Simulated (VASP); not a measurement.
# TiAl (Pm-3m) in VASP: a series of runs

The runs below take TiAl through vibrations by perturbation theory, elastic constants, with PBEsol.

Program: VASP 6.6.1. These are calculated values, not measurements. Logs are shortened: lines on timing, memory, paths and dates and some standing lists are left out, and cuts for length are marked.

### 1 The cell of the first run

Symmetry: Pm-3m, No. 221, cubic system. The conventional cell has a = 3.179 Å, b = 3.179 Å, c = 3.179 Å, α = 90.00°, β = 90.00°, γ = 90.00°. Ti (site symmetry m-3m) has 8 Al at 2.75 Å and 6 Ti at 3.18 Å within 3.6 Å. Al (site symmetry m-3m) has 8 Ti at 2.75 Å and 6 Al at 3.18 Å within 3.6 Å.

### 2 Vibrations by perturbation theory, PBEsol

File INCAR:

```
PREC = Accurate ; ENCUT = 520
EDIFF = 1E-8 ; ISMEAR = -1
SIGMA = 0.05 ; LREAL = False
LASPH = True ; NELM = 100
ALGO = Normal ; ISIF = 2
LWAVE = False ; LCHARG = False
GGA = PS ; NBANDS = 14
IBRION = 8 ; NSW = 1
```

File KPOINTS:

```
regular mesh
0
Gamma
  8 8 8
```

File POSCAR:

```
TiAl
1.0
    3.1790640000      0.0000000000      0.0000000000
    0.0000000000      3.1790640000      0.0000000000
    0.0000000000      0.0000000000      3.1790640000
Ti Al
1 1
Direct
    0.0000000000      0.0000000000      0.0000000000
    0.5000000000      0.5000000000      0.5000000000
```

Potentials or basis: VASP PAW PBE potentials, release 64 (Ti_sv, Al).

The run is started by

```
$ cat potpaw_PBE.64/Ti_sv/POTCAR potpaw_PBE.64/Al/POTCAR > POTCAR
$ mpirun -np 1 vasp_std > vasp.out
```

OUTCAR:

```text
PREC = Accurate
   ENCUT = 520
   EDIFF = 1E-8
   ISMEAR = -1
   LREAL = False
   LASPH = True
   NELM = 100
   ISIF = 2
   GGA = PS
   IBRION = 8
   NSW = 1

 ion  position               nearest neighbor table
   1  0.000  0.000  0.000-   2 2.75   2 2.75   2 2.75   2 2.75   2 2.75   2 2.75   2 2.75   2 2.75

   2  0.500  0.500  0.500-   1 2.75   1 2.75   1 2.75   1 2.75   1 2.75   1 2.75   1 2.75   1 2.75

  LATTYP: Found a simple cubic cell.
 ALAT       =     3.1790640000

  Lattice vectors:

 A1 = (   3.1790640000,   0.0000000000,   0.0000000000)
 A2 = (   0.0000000000,   3.1790640000,   0.0000000000)
 A3 = (   0.0000000000,   0.0000000000,   3.1790640000)

Analysis of symmetry for initial positions (statically):
=====================================================================
 Subroutine PRICEL returns:
 Original cell was already a primitive cell.

 Routine SETGRP: Setting up the symmetry group for a
 simple cubic supercell.

 Subroutine GETGRP returns: Found 48 space group operations
 (whereof 48 operations were pure point group operations)
 out of a pool of 48 trial point group operations.

The static configuration has the point symmetry O_h .

Analysis of symmetry for dynamics (positions and initial velocities):
=====================================================================
 Subroutine PRICEL returns:
 Original cell was already a primitive cell.

 Routine SETGRP: Setting up the symmetry group for a
 simple cubic supercell.

 Subroutine GETGRP returns: Found 48 space group operations
 (whereof 48 operations were pure point group operations)
 out of a pool of 48 trial point group operations.

The dynamic configuration has the point symmetry O_h .

 Subroutine INISYM returns: Found 48 space group operations
 (whereof 48 operations are pure point group operations),
 and found     1 'primitive' translations

----------------------------------------------------------------------------------------

                                     Primitive cell

  volume of cell :      32.1290

  direct lattice vectors                    reciprocal lattice vectors
     3.179064000  0.000000000  0.000000000     0.314557996  0.000000000  0.000000000
     0.000000000  3.179064000  0.000000000     0.000000000  0.314557996  0.000000000
     0.000000000  0.000000000  3.179064000     0.000000000  0.000000000  0.314557996

  length of vectors
     3.179064000  3.179064000  3.179064000     0.314557996  0.314557996  0.314557996

  position of ions in fractional coordinates (direct lattice)
     0.000000000  0.000000000  0.000000000
     0.500000000  0.500000000  0.500000000

  ion indices of the primitive-cell ions
   primitive index   ion index
                 1           1
                 2           2

----------------------------------------------------------------------------------------

 KPOINTS: regular mesh

Automatic generation of k-mesh.
 Grid dimensions read from file:
 generate k-points for:    8    8    8

 Generating k-lattice:

  Cartesian coordinates                     Fractional coordinates (reciprocal lattice)
     0.039319749  0.000000000  0.000000000     0.125000000  0.000000000  0.000000000
     0.000000000  0.039319749  0.000000000     0.000000000  0.125000000  0.000000000
     0.000000000  0.000000000  0.039319749     0.000000000  0.000000000  0.125000000

  Length of vectors
     0.039319749  0.039319749  0.039319749

  Shift w.r.t. Gamma in fractional coordinates (k-lattice)
     0.000000000  0.000000000  0.000000000

 Subroutine IBZKPT returns following result:
 ===========================================

[... 78 lines left out ...]
 non-spin polarized calculation
  energy-cutoff  :      520.00
  volume of cell :       32.13
 maximum number of plane-waves:       912
 NGX is ok and might be reduce to    24
   NGX = 11   NGY = 11   NGZ = 11

--------------------------------------- Ionic step        1  -------------------------------------------

 number of electron      14.9999994 magnetization

 Free energy of the ion-electron system (eV)
  ---------------------------------------------------
  ext. energy  EPLUGINS =         0.00000000
  ---------------------------------------------------
  free energy    TOTEN  =       -12.96864991 eV

  energy without entropy =      -12.94525700  energy(sigma->0) =      -12.95695345

 E-fermi :   8.6711     XC(G=0): -11.1896

 val. band max:        8.6415594748   @ k =   0.3750   0.1250   0.1250
 cond. band min:       8.6732333241   @ k =   0.3750   0.3750   0.2500
 fundamental gap:      0.0316738493
 Fermi energy:         8.6710597592

 k-point     1 :       0.0000    0.0000    0.0000
  band No.  band energies     occupation
      1     -47.9895      2.00000
      2     -24.2911      2.00000
      3     -24.2911      2.00000
      4     -24.2911      2.00000
      5      -0.5814      2.00000
      6       7.2400      2.00000
      7       7.2400      2.00000
      8      10.4632      0.00000
      9      10.4632      0.00000
     10      10.4632      0.00000
     11      13.0930      0.00000
     12      13.0930      0.00000
     13      13.0930      0.00000
     14      17.5206      0.00000
[... 377 lines left out ...]
      1     -47.9597      2.00000
      2     -24.4404      2.00000
      3     -24.4131      2.00000
      4     -24.2862      2.00000
      5       3.6343      2.00000
      6       5.6716      2.00000
      7       6.7208      2.00000
      8       8.0938      1.99998
      9       9.5580      0.00000
     10       9.5806      0.00000
     11      11.5395      0.00000
     12      13.3605      0.00000
     13      13.7718      0.00000
     14      16.1072      0.00000

 [... further k-points ...]
[... 5 lines left out ...]
  --------------------------------------------------------------------------------------
  -------------------------------------------------------------------------------------
  Total       -0.4654142     -0.4654142     -0.4654142     -0.0000000     -0.0000000     -0.0000000
  in kB      -23.2087869    -23.2087869    -23.2087869     -0.0000000     -0.0000000     -0.0000000
  external PRESSURE =     -23.2087869 kB  Pullay stress =       0.0000000 kB

 VOLUME and BASIS-vectors are now :
 -----------------------------------------------------------------------------
  energy-cutoff  :      520.00
  volume of cell :       32.13
      direct lattice vectors                 reciprocal lattice vectors
     3.179064000  0.000000000  0.000000000     0.314557996  0.000000000  0.000000000
     0.000000000  3.179064000  0.000000000     0.000000000  0.314557996  0.000000000
     0.000000000  0.000000000  3.179064000     0.000000000  0.000000000  0.314557996

 POSITION                                       TOTAL-FORCE (eV/Angst)
 -----------------------------------------------------------------------------------
      0.00000      0.00000      0.00000         0.000000      0.000000      0.000000
      1.58953      1.58953      1.58953         0.000000      0.000000      0.000000
 -----------------------------------------------------------------------------------
    total drift:                                0.000000      0.000000      0.000000

  FREE ENERGIE OF THE ION-ELECTRON SYSTEM (eV)
  ---------------------------------------------------
  free  energy   TOTEN  =       -12.9686499055 eV

  energy  without entropy=      -12.9452569958  energy(sigma->0) =      -12.95695345

[... ionic steps 2 to 3 ...]

--------------------------------------- Ionic step        4  -------------------------------------------

------------------------ aborting loop because EDIFF is reached ----------------------------------------

[... ionic steps 5 to 6 ...]

--------------------------------------- Ionic step        7  -------------------------------------------

 Free energy of the ion-electron system (eV)
  ---------------------------------------------------
  ---------------------------------------------------
  free energy    TOTEN  =        -0.00606991 eV

  energy without entropy =       -0.00606991

------------------------ aborting loop because EDIFF is reached ----------------------------------------

 INTERNAL STRAIN TENSOR  FOR ION    2  DIRECTION 1   (eV/Angst):
 -----------------------------------------------------------------------------
    -0.04424  0.00000  0.00000
     0.00000  0.02316  0.00000
     0.00000  0.00000  0.02316

 INTERNAL STRAIN TENSOR FOR ION    2 for displacements in x,y,z  (eV/Angst):
          X           Y           Z          XY          YZ          ZX
  --------------------------------------------------------------------------------
  x     0.00000     0.00000     0.00000     0.00000     0.00000     0.00000
  y     0.00000     0.00000     0.00000     0.00000     0.00000     0.00000
  z     0.00000     0.00000     0.00000     0.00000     0.00000     0.00000

 SECOND DERIVATIVES (NOT SYMMETRIZED)
 ------------------------------------
               1X          1Y          1Z          2X          2Y          2Z
  1X    -6.206907   -0.000000    0.000000    6.206907    0.000000   -0.000000
  1Y     0.000000   -6.206907   -0.000000   -0.000000    6.206907    0.000000
  1Z    -0.000000    0.000000   -6.206907    0.000000   -0.000000    6.206907
  2X     6.199052   -0.000000    0.000000   -6.199052    0.000000   -0.000000
  2Y    -0.000000    6.199052    0.000000    0.000000   -6.199052   -0.000000
  2Z     0.000000    0.000000    6.199052    0.000000   -0.000000   -6.199052

 Eigenvectors and eigenvalues of the dynamical matrix
 ----------------------------------------------------

   1 f  =    9.372042 THz    58.886279 2PiTHz  312.617683 cm-1    38.759635 meV
             X         Y         Z           dx          dy          dz
      0.000000  0.000000  0.000000     0.600589    0.000000    0.000000
      1.589532  1.589532  1.589532    -0.799558    0.000000    0.000000
[... 21 lines left out ...]
   6 f/i=    0.002850 THz     0.017905 2PiTHz    0.095057 cm-1     0.011786 meV
             X         Y         Z           dx          dy          dz
      0.000000  0.000000  0.000000     0.191505    0.776157   -0.014112
      1.589532  1.589532  1.589532     0.143849    0.583011   -0.010600

--------------------------------------------------------------------------------------------------------

 ELASTIC MODULI CONTR FROM IONIC RELAXATION (kBar)
 Direction    XX          YY          ZZ          XY          YZ          ZX
 --------------------------------------------------------------------------------
 XX           0.0000      0.0000      0.0000      0.0000      0.0000      0.0000
 YY           0.0000      0.0000      0.0000      0.0000      0.0000      0.0000
 ZZ           0.0000      0.0000      0.0000      0.0000      0.0000      0.0000
 XY           0.0000      0.0000      0.0000      0.0000      0.0000      0.0000
 YZ           0.0000      0.0000      0.0000      0.0000      0.0000      0.0000
 ZX           0.0000      0.0000      0.0000      0.0000      0.0000      0.0000
 --------------------------------------------------------------------------------
```

Wall time 2.3 min (1 thread of Intel Xeon 8259CL, shared host); peak memory 0.22 GiB.

What came out:

```
Highest phonon frequency at Γ, LO-TO splitting left out : 313 cm⁻¹
```

Phonon frequencies in cm⁻¹ (negative: imaginary):
| q point | frequencies |
| --- | --- |
| (0.000, 0.000, 0.000) | 0 0 0 313 313 313 |

Caveat: the cell wasn't relaxed at this level first, which shifts response properties; the PAW data sets were made with another functional, which shifts forces and pressure a little.

### 3 Elastic constants, PBEsol

File INCAR:

```
SYSTEM = TiAl
  ALGO = Normal
  EDIFF = 1E-8
  ENCUT = 600
  GGA = PS
  IBRION = 6
  ISIF = 3
  ISMEAR = -1
  LASPH = .TRUE.
  LCHARG = .FALSE.
  LREAL = .FALSE.
  LWAVE = .FALSE.
  NBANDS = 14
  NELM = 100
  NFREE = 2
  NSW = 1
  POTIM = 0.015
  PREC = Accurate
  SIGMA = 0.05
```

File KPOINTS:

```
k-points
0
G
  8 8 8
  0 0 0
```

POSCAR is that of step 2.

Potentials or basis: VASP PAW PBE potentials, release 64 (Ti_sv, Al).

The run is started by

```
$ cat potpaw_PBE.64/Ti_sv/POTCAR potpaw_PBE.64/Al/POTCAR > POTCAR
$ mpirun -np 1 vasp_std > vasp.out
```

OUTCAR:

```text
SYSTEM = TiAl
   EDIFF = 1E-8
   ENCUT = 600
   GGA = PS
   IBRION = 6
   ISIF = 3
   ISMEAR = -1
   LASPH = .TRUE.
   LREAL = .FALSE.
   NELM = 100
   NFREE = 2
   NSW = 1
   POTIM = 0.015
   PREC = Accurate

 ion  position               nearest neighbor table
   1  0.000  0.000  0.000-   2 2.75   2 2.75   2 2.75   2 2.75   2 2.75   2 2.75   2 2.75   2 2.75

   2  0.500  0.500  0.500-   1 2.75   1 2.75   1 2.75   1 2.75   1 2.75   1 2.75   1 2.75   1 2.75

  LATTYP: Found a simple cubic cell.
 ALAT       =     3.1790640000

  Lattice vectors:

 A1 = (   3.1790640000,   0.0000000000,   0.0000000000)
 A2 = (   0.0000000000,   3.1790640000,   0.0000000000)
 A3 = (   0.0000000000,   0.0000000000,   3.1790640000)

Analysis of symmetry for initial positions (statically):
=====================================================================
 Subroutine PRICEL returns:
 Original cell was already a primitive cell.

 Routine SETGRP: Setting up the symmetry group for a
 simple cubic supercell.

 Subroutine GETGRP returns: Found 48 space group operations
 (whereof 48 operations were pure point group operations)
 out of a pool of 48 trial point group operations.

The static configuration has the point symmetry O_h .

[... 775 lines left out ...]
  -------------------------------------------------------------------------------------
  Total       -0.4672713     -0.4652080     -0.4652080      0.0000000      0.0000000      0.0000000
  in kB      -23.3013920    -23.1985016    -23.1985016      0.0000000      0.0000000      0.0000000
  external PRESSURE =     -23.2327984 kB  Pullay stress =       0.0000000 kB
[... 17 lines left out ...]
  FREE ENERGIE OF THE ION-ELECTRON SYSTEM (eV)
  ---------------------------------------------------
  free  energy   TOTEN  =       -12.9682489828 eV

  energy  without entropy=      -12.9448591431  energy(sigma->0) =      -12.95655406

 INTERNAL STRAIN TENSORS FROM STRAINED CELLS
 ============================================

 INTERNAL STRAIN TENSOR FOR ION    1 for displacements in x,y,z  (eV/Angst):
          X           Y           Z          XY          YZ          ZX
  --------------------------------------------------------------------------------
  x     0.00000     0.00000     0.00000     0.00000     0.00000     0.00000
  y     0.00000     0.00000     0.00000     0.00000     0.00000     0.00000
  z     0.00000     0.00000     0.00000     0.00000     0.00000     0.00000

 INTERNAL STRAIN TENSORS FROM DISPLACED ATOMS
 ============================================

 INTERNAL STRAIN TENSOR FOR ION    1 for displacements in x,y,z  (eV/Angst):
          X           Y           Z          XY          YZ          ZX
  --------------------------------------------------------------------------------
  x     0.00000     0.00000     0.00000     0.00000     0.00000     0.00000
  y     0.00000     0.00000     0.00000     0.00000     0.00000     0.00000
  z     0.00000     0.00000     0.00000     0.00000     0.00000     0.00000

 INTERNAL STRAIN TENSOR FOR ION    2 for displacements in x,y,z  (eV/Angst):
          X           Y           Z          XY          YZ          ZX
  --------------------------------------------------------------------------------
  x     0.00000     0.00000     0.00000     0.00000     0.00000     0.00000
  y     0.00000     0.00000     0.00000     0.00000     0.00000     0.00000
  z     0.00000     0.00000     0.00000     0.00000     0.00000     0.00000

 Eigenvectors and eigenvalues of the dynamical matrix
 ----------------------------------------------------

   1 f  =    9.371481 THz    58.882752 2PiTHz  312.598961 cm-1    38.757314 meV
             X         Y         Z           dx          dy          dz
      0.000000  0.000000  0.000000    -0.003997    0.000148   -0.600438
      1.589532  1.589532  1.589532     0.005323   -0.000197    0.799644
[... 21 lines left out ...]
   6 f/i=    0.001241 THz     0.007799 2PiTHz    0.041403 cm-1     0.005133 meV
             X         Y         Z           dx          dy          dz
      0.000000  0.000000  0.000000    -0.198540   -0.769929    0.085146
      1.589532  1.589532  1.589532    -0.149080   -0.578126    0.063934

--------------------------------------------------------------------------------------------------------

 ELASTIC MODULI CONTR FROM IONIC RELAXATION (kBar)
 Direction    XX          YY          ZZ          XY          YZ          ZX
 --------------------------------------------------------------------------------
 XX           0.0000      0.0000      0.0000      0.0000      0.0000      0.0000
 YY           0.0000      0.0000      0.0000      0.0000      0.0000      0.0000
 ZZ           0.0000      0.0000      0.0000      0.0000      0.0000      0.0000
 XY           0.0000      0.0000      0.0000      0.0000      0.0000      0.0000
 YZ           0.0000      0.0000      0.0000      0.0000      0.0000      0.0000
 ZX           0.0000      0.0000      0.0000      0.0000      0.0000      0.0000
 --------------------------------------------------------------------------------

 TOTAL ELASTIC MODULI (kBar)
 Direction    XX          YY          ZZ          XY          YZ          ZX
 --------------------------------------------------------------------------------
 XX         790.8632   1273.4799   1273.4799      0.0000     -0.0000      0.0000
 YY        1273.4799    790.8632   1273.4799     -0.0000      0.0000      0.0000
 ZZ        1273.4799   1273.4799    790.8632     -0.0000      0.0000      0.0000
 XY           0.0000     -0.0000     -0.0000    690.6029      0.0000      0.0000
 YZ          -0.0000      0.0000      0.0000      0.0000    690.6029      0.0000
 ZX           0.0000      0.0000      0.0000      0.0000      0.0000    690.6029
 --------------------------------------------------------------------------------
```

stdout:

```text
POSCAR found type information on POSCAR TiAl
 POSCAR found :  2 types and       2 ions
 scaLAPACK will be used
 -----------------------------------------------------------------------------
|                                                                             |
|                                                                             |
|     You enforced a specific xc type in the INCAR file but a different       |
|     I HOPE YOU KNOW WHAT YOU ARE DOING!                                     |
|                                                                             |
[... 33 lines left out ...]
 Finite differences progress:
 bond charge predicted
 Finite differences progress:
 bond charge predicted
 Finite differences progress:
 bond charge predicted
 Finite differences progress:
 bond charge predicted
 Finite differences progress:
 bond charge predicted
 Finite differences progress:
```

Run time: 17 min. Hardware: 1 thread of Intel Xeon 8259CL, shared host; peak memory 0.31 GiB.

What came out:

```
Elastic constants C11, C12, C44                         : 79, 127, 69 GPa
Voigt bulk modulus                                      : 111 GPa
Highest phonon frequency at Γ, LO-TO splitting left out : 313 cm⁻¹
```

Phonon frequencies in cm⁻¹ (negative: imaginary):
```csv
q point,frequencies
"(0.000, 0.000, 0.000)",0 0 0 313 313 313
```

Elastic tensor in Voigt notation (GPa, in the Cartesian axes of the cell as first typed):
```
 79 127 127   0   0   0
127  79 127   0   0   0
127 127  79   0   0   0
  0   0   0  69   0   0
  0   0   0   0  69   0
  0   0   0   0   0  69
```

Clamped-ion elastic tensor (GPa):
```
 79 127 127   0   0   0
127  79 127   0   0   0
127 127  79   0   0   0
  0   0   0  69   0   0
  0   0   0   0  69   0
  0   0   0   0   0  69
```

Caveat: the cell is under stress, which shifts elastic constants; the elastic tensor has a negative eigenvalue, so either the cell is unstable as it stands or the mesh is too thin; the PAW data sets were made with another functional, which shifts forces and pressure a little.
